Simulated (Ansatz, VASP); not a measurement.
**ZnS: VASP beside Ansatz**

```xyz
4
Lattice="3.8054 0.0000 0.0000 -1.9027 3.2956 0.0000 0.0000 0.0000 6.2440" Properties=species:S:1:pos:R:3 pbc="T T T"
Zn    0.0000    2.1971    0.0333
Zn    1.9027    1.0985    3.1554
S     0.0000    2.1971    2.3706
S     1.9027    1.0985    5.4926
```

Alike in both runs: task single point; functional r2SCAN; k mesh 12 × 12 × 4; no spin polarisation.

|  | VASP | Ansatz |
| --- | --- | --- |
| version | VASP 6.6.1 | Ansatz 0.2.0 |
| potentials or method | VASP PAW PBE potentials, release 64 (Zn, S) | plane waves, PAW |
| plane-wave cutoff (eV) | 520 | 500 |
| occupations | gaussian, width 0.01 eV | fixed |
| valence electrons in the cell | 36 | 36 |

|  | VASP | Ansatz | Ansatz less VASP |
| --- | --- | --- | --- |
| gap on the k mesh at the Fermi level (eV) | 2.79 | 2.78 | -0.010 |
| pressure (GPa) | 0.1 | 0.0 | -0.07 |
| rms of the force components (eV/Å) | 0.003 | 0.002 | -0.0016 |

VASP's potentials were made for PBE, not for r2SCAN. Atom by atom the forces differ by 0.002 eV/Å (rms over components).
